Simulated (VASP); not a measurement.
# BN (Cm) in VASP: further runs, part 2 of 3

VASP 6.6.1. Earlier steps stand in the parts before.

**3. Single point, PBE+D3(BJ) (atom 1 (B) moved by -0.192 Å along [1 2 0] and -0.288 Å along [0 0 1])**

INCAR

```
PREC = Accurate
ENCUT = 520
EDIFF = 1E-6
ISMEAR = 0
SIGMA = 0.05
LREAL = False
LASPH = True
NELM = 100
ALGO = Normal
ISIF = 2
LWAVE = False
LCHARG = False
GGA = PE
IVDW = 12
NBANDS = 16
```

KPOINTS

```
regular mesh
0
Gamma
  12 12 4
```

POSCAR

```
BN
1.0
    2.5061233057      0.0000000000      0.0000000000
   -1.2530616528      2.1703664477      0.0000000000
    0.0000000000      0.0000000000      6.5973571420
B N
2 2
Direct
   -0.0442321619     -0.0884643237      0.4563461559
    0.3333333333      0.6666666667      0.0000000000
    0.0000000000      0.0000000000      0.0000000000
    0.6666666667      0.3333333333      0.5000000000
```

Potentials or basis: VASP PAW PBE potentials, release 64 (B, N).

On the command line:

```bash
cat potpaw_PBE.64/B/POTCAR potpaw_PBE.64/N/POTCAR > POTCAR
mpirun -np 1 vasp_std > vasp.out
```

OUTCAR:

```text
PREC = Accurate
   ENCUT = 520
   EDIFF = 1E-6
   ISMEAR = 0
   LREAL = False
   LASPH = True
   NELM = 100
   ISIF = 2
   GGA = PE
   IVDW = 12
 IVDW          = 12

 ion  position               nearest neighbor table
   1  0.956  0.912  0.456-   4 1.29   4 1.58   4 1.58
   2  0.333  0.667  0.000-   3 1.45   3 1.45   3 1.45
   3  0.000  0.000  0.000-   2 1.45   2 1.45   2 1.45
   4  0.667  0.333  0.500-   1 1.29   1 1.58   1 1.58

  LATTYP: Found a hexagonal cell.
 ALAT       =     2.5061233057
 C/A-ratio  =     2.6324950281

  Lattice vectors:

 A1 = (   2.5061233057,   0.0000000000,   0.0000000000)
 A2 = (  -1.2530616528,   2.1703664477,   0.0000000000)
 A3 = (   0.0000000000,   0.0000000000,   6.5973571420)

Analysis of symmetry for initial positions (statically):
=====================================================================
 Subroutine PRICEL returns:
 Original cell was already a primitive cell.

 Routine SETGRP: Setting up the symmetry group for a
 hexagonal supercell.

 Subroutine GETGRP returns: Found  2 space group operations
 (whereof  2 operations were pure point group operations)
 out of a pool of 24 trial point group operations.

The static configuration has the point symmetry C_1h.

Analysis of symmetry for dynamics (positions and initial velocities):
=====================================================================
 Subroutine PRICEL returns:
 Original cell was already a primitive cell.

 Routine SETGRP: Setting up the symmetry group for a
 hexagonal supercell.

 Subroutine GETGRP returns: Found  2 space group operations
 (whereof  2 operations were pure point group operations)
 out of a pool of 24 trial point group operations.

The dynamic configuration has the point symmetry C_1h.

 Subroutine INISYM returns: Found  2 space group operations
 (whereof  2 operations are pure point group operations),
 and found     1 'primitive' translations

----------------------------------------------------------------------------------------

                                     Primitive cell

  volume of cell :      35.8844

  direct lattice vectors                    reciprocal lattice vectors
     2.506123306  0.000000000  0.000000000     0.399022665  0.230375843  0.000000000
    -1.253061653  2.170366448  0.000000000     0.000000000  0.460751686  0.000000000
     0.000000000  0.000000000  6.597357142     0.000000000  0.000000000  0.151575847

  length of vectors
     2.506123306  2.506123306  6.597357142     0.460751686  0.460751686  0.151575847

  position of ions in fractional coordinates (direct lattice)
     0.955767838  0.911535676  0.456346156
     0.333333333  0.666666667  0.000000000
     0.000000000  0.000000000  0.000000000
     0.666666667  0.333333333  0.500000000

  ion indices of the primitive-cell ions
   primitive index   ion index
                 1           1
                 2           2
                 3           3
                 4           4

----------------------------------------------------------------------------------------

 KPOINTS: regular mesh

Automatic generation of k-mesh.
 Grid dimensions read from file:
 generate k-points for:   12   12    4

 Generating k-lattice:

  Cartesian coordinates                     Fractional coordinates (reciprocal lattice)
     0.033251889  0.019197987  0.000000000     0.083333333 -0.000000000  0.000000000
     0.000000000  0.038395974  0.000000000     0.000000000  0.083333333  0.000000000
     0.000000000  0.000000000  0.037893962     0.000000000  0.000000000  0.250000000

  Length of vectors
     0.038395974  0.038395974  0.037893962

  Shift w.r.t. Gamma in fractional coordinates (k-lattice)
     0.000000000  0.000000000  0.000000000

 Subroutine IBZKPT returns following result:
 ===========================================

 Found    164 irreducible k-points:

 Following reciprocal coordinates:
            Coordinates               Weight
  0.000000  0.000000  0.000000      1.000000
  0.083333  0.000000  0.000000      4.000000
  0.000000  0.083333  0.000000      2.000000
  0.166667  0.000000  0.000000      4.000000
  0.000000  0.166667  0.000000      2.000000
  0.250000  0.000000  0.000000      4.000000
[... 16 lines left out ...]
 -0.083333  0.416667  0.000000      4.000000
 -0.416667  0.333333  0.000000      4.000000
 [... further k-points ...]
   k-points           NKPTS =    164   k-points in BZ     NKDIM =    164   number of bands    NBANDS=     16
   number of dos      NEDOS =    301   number of ions     NIONS =      4
   total plane-waves  NPLWV =  20000
   dimension x,y,z NGX =    20 NGY =   20 NGZ =   50
   dimension x,y,z NGXF=    40 NGYF=   40 NGZF=  100
   ions per type =               2   2
   NGX,Y,Z   is equivalent  to a cutoff of  13.27, 13.27, 12.60 a.u.
   NGXF,Y,Z  is equivalent  to a cutoff of  26.53, 26.53, 25.20 a.u.
 SYSTEM =  unknown system
   PREC   = accura    normal or accurate (medium, high low for compatibility)
   ISTART =      0    job   : 0-new  1-cont  2-samecut
   ICHARG =      2    charge: 1-file 2-atom 10-const
   ISPIN  =      1    spin polarized calculation?
   LNONCOLLINEAR =      F non collinear calculations
   LSORBIT =      F    spin-orbit coupling
   LASPH  =      T    aspherical Exc in radial PAW
   ENCUT  =  520.0 eV  38.22 Ry    6.18 a.u.   4.66  4.66 12.27*2*pi/ulx,y,z
   NELM   =    100;   NELMIN=  2; NELMDL= -5     # of ELM steps
   EDIFF  = 0.1E-05   stopping-criterion for ELM
   LREAL  =      F    real-space projection
   EDIFFG = 0.1E-04   stopping-criterion for IOM
   NSW    =      0    number of steps for IOM
   IBRION =     -1    ionic relax: 0-MD 1-quasi-New 2-CG
   NFREE  =      0    steps in history (QN), initial steepest desc. (CG)
   ISIF   =      2    stress and relaxation
   ISYM   =      2    0-nonsym 1-usesym 2-fastsym
   POTIM  = 0.5000    time-step for ionic-motion
   TEBEG  =    0.0;   TEEND  =   0.0 temperature during run
   PSTRESS=    0.0 pullay stress
   NELECT =      16.0000    total number of electrons
   NUPDOWN=      -1.0000    fix difference up-down
   EMIN   =  10.00;   EMAX   =-10.00  energy-range for DOS
   EFERMI =   0.00;   METHOD = LEGACY
   ISMEAR =     0;   SIGMA  =   0.05  broadening in eV -4-tet -1-fermi 0-gaus
   EFERMI_NEDOS =   21; number of points for ismear=-14 and -15
   IALGO  =     38    algorithm
   IMIX   =      4    mixing-type and parameters
     AMIX     =   0.40;   BMIX     =  1.00
     AMIX_MAG =   1.60;   BMIX_MAG =  1.00
  volume/ion in A,a.u.               =       8.97        60.54
  Fermi-wavevector in a.u.,A,eV,Ry     =   1.250680  2.363443 21.282251  1.564201
  Thomas-Fermi vector in A             =   2.384663
   LORBIT       =      0    0 simple, 1 ext, 2 COOP (PROOUT), +10 PAW based schemes
   GGA     = PE    functional components
   LHFCALC =     F    Hartree Fock is set to
   AEXX    =    0.0000 exact exchange contribution
   IVDW    =    12    specifies the selected vdW correction
   LEPSILON=     F    determine dielectric tensor
   LRPA    =     F    only Hartree local field effects (RPA)
 non-spin polarized calculation
 Gauss-broadening in eV      SIGMA  =   0.05
  energy-cutoff  :      520.00
  volume of cell :       35.88
 maximum number of plane-waves:       985
   NGX =  9   NGY =  9   NGZ = 25

 number of electron      15.9999998 magnetization

 Free energy of the ion-electron system (eV)
  ---------------------------------------------------
  ext. energy  EPLUGINS =         0.00000000
  ---------------------------------------------------
  free energy    TOTEN  =       -33.81679754 eV

  energy without entropy =      -33.81679754  energy(sigma->0) =      -33.81679754

 E-fermi :   3.9098     XC(G=0): -10.1517

 val. band max:        3.6334497552   @ k =   0.0000   0.0000   0.2500
 cond. band min:       5.7345188359   @ k =   0.0000   0.5000   0.5000
 fundamental gap:      2.1010690807
 Fermi energy:         3.9098202957

 k-point     1 :       0.0000    0.0000    0.0000
  band No.  band energies     occupation
      1     -15.6470      2.00000
      2     -14.9464      2.00000
      3      -4.0483      2.00000
      4      -1.6214      2.00000
      5      -0.0745      2.00000
      6       0.7081      2.00000
[... 433 lines left out ...]
      3      -5.5596      2.00000
      4      -4.6483      2.00000
      5      -2.1456      2.00000
      6      -1.2064      2.00000
[... 8 lines left out ...]
     15      18.1148      0.00000
     16      18.6157      0.00000

 [... further k-points ...]

------------------------ aborting loop because EDIFF is reached ----------------------------------------

 Edisp (eV)   -0.56952

 E8    (eV) :    -0.1672

  FORCE on cell =-STRESS in cart. coord.  units (eV):
  Direction    XX          YY          ZZ          XY          YZ          ZX
  --------------------------------------------------------------------------------------
  -------------------------------------------------------------------------------------
  Total      -0.47922     4.82879    -1.02768     0.00000    -2.57284    -0.00000
  in kB     -21.39654   215.59756   -45.88396     0.00000  -114.87285    -0.00000
  external pressure =       49.44 kB  Pullay stress =        0.00 kB

 VOLUME and BASIS-vectors are now :
 -----------------------------------------------------------------------------
  energy-cutoff  :      520.00
  volume of cell :       35.88
      direct lattice vectors                 reciprocal lattice vectors
     2.506123306  0.000000000  0.000000000     0.399022665  0.230375843  0.000000000
    -1.253061653  2.170366448  0.000000000     0.000000000  0.460751686  0.000000000
     0.000000000  0.000000000  6.597357142     0.000000000  0.000000000  0.151575847

 POSITION                                       TOTAL-FORCE (eV/Angst)
 -----------------------------------------------------------------------------------
      1.25306      1.97837      3.01068         0.000000      8.979235      2.903334
     -0.00000      1.44691      0.00000        -0.000000     -0.006214     -0.246117
      0.00000      0.00000      0.00000         0.000000      0.004131      0.207949
      1.25306      0.72346      3.29868        -0.000000     -8.977153     -2.865165
 -----------------------------------------------------------------------------------
    total drift:                               -0.000000     -0.000303      0.000178

  FREE ENERGIE OF THE ION-ELECTRON SYSTEM (eV)
  ---------------------------------------------------
  free  energy   TOTEN  =       -34.3863192218 eV

  energy  without entropy=      -34.3863192218  energy(sigma->0) =      -34.38631922
```

OSZICAR:

```text
N       E                     dE             d eps       ncg     rms          rms(c)
DAV:   1     0.430915493502E+02    0.43092E+02   -0.76865E+03  5256   0.925E+02
DAV:   2    -0.346199243288E+02   -0.77711E+02   -0.70160E+02  7296   0.211E+02
DAV:   3    -0.375530609769E+02   -0.29331E+01   -0.29207E+01  6736   0.403E+01
DAV:   4    -0.375695888020E+02   -0.16528E-01   -0.16526E-01  6576   0.336E+00
DAV:   5    -0.375697332595E+02   -0.14446E-03   -0.14446E-03  6680   0.302E-01    0.116E+01
DAV:   6    -0.341748830380E+02    0.33949E+01   -0.53598E+00  7152   0.185E+01    0.514E+00
DAV:   7    -0.339032417925E+02    0.27164E+00   -0.59592E-01  7400   0.590E+00    0.321E+00
DAV:   8    -0.338171797951E+02    0.86062E-01   -0.21884E-01  7056   0.334E+00    0.437E-01
DAV:   9    -0.338162042011E+02    0.97559E-03   -0.15070E-02  6304   0.101E+00    0.225E-01
DAV:  10    -0.338166680786E+02   -0.46388E-03   -0.13799E-03  6856   0.304E-01    0.507E-02
DAV:  11    -0.338167648519E+02   -0.96773E-04   -0.12198E-04  7584   0.972E-02    0.259E-02
DAV:  12    -0.338167937846E+02   -0.28933E-04   -0.26781E-05  6872   0.419E-02    0.111E-02
DAV:  13    -0.338167974143E+02   -0.36298E-05   -0.58581E-06  7080   0.183E-02    0.202E-03
DAV:  14    -0.338167975416E+02   -0.12724E-06   -0.28374E-07  4776   0.481E-03
   1 F= -.34386319E+02 E0= -.34386319E+02  d E =-.105295E-16
```

stdout:

```text
POSCAR found type information on POSCAR B N
 POSCAR found :  2 types and       4 ions
 scaLAPACK will be used
 LDA part: xc-table for (Slater+PW92), standard interpolation
 POSCAR, INCAR and KPOINTS ok, starting setup
 FFT: planning ... GRIDC
 FFT: planning ... GRID_SOFT
 FFT: planning ... GRID
 WAVECAR not read
 entering main loop
```

Run time: 44 s. Hardware: 1 thread of Intel Xeon 6975P-C (Granite Rapids), shared host; peak memory 0.21 GiB.

Results:

- Free energy: -34.3863 eV
- Pressure: 4.9 GPa
- Largest force: 9.437 eV/Å
- Band gap on the k mesh: 2.10 eV, indirect (least direct gap 3.23 eV)
- Dispersion energy per atom: -0.142 eV

Forces in eV/Å, atoms in the order of the input:
```
B    0.000  8.979  2.903
B    0.000 -0.006 -0.246
N    0.000  0.004  0.208
N    0.000 -8.977 -2.865
```

Stress tensor (GPa, compression positive):
```
 -2.14   0.00   0.00
  0.00  21.56 -11.49
  0.00 -11.49  -4.59
```

Caveat: the cell differs from its parent crystal (atom 1 (B) moved by -0.192 Å along [1 2 0] and -0.288 Å along [0 0 1]); forces of over 1 eV/Å act on the atoms, so gaps and moduli don't describe the material at rest.

(Continued in part 3 of 3.)
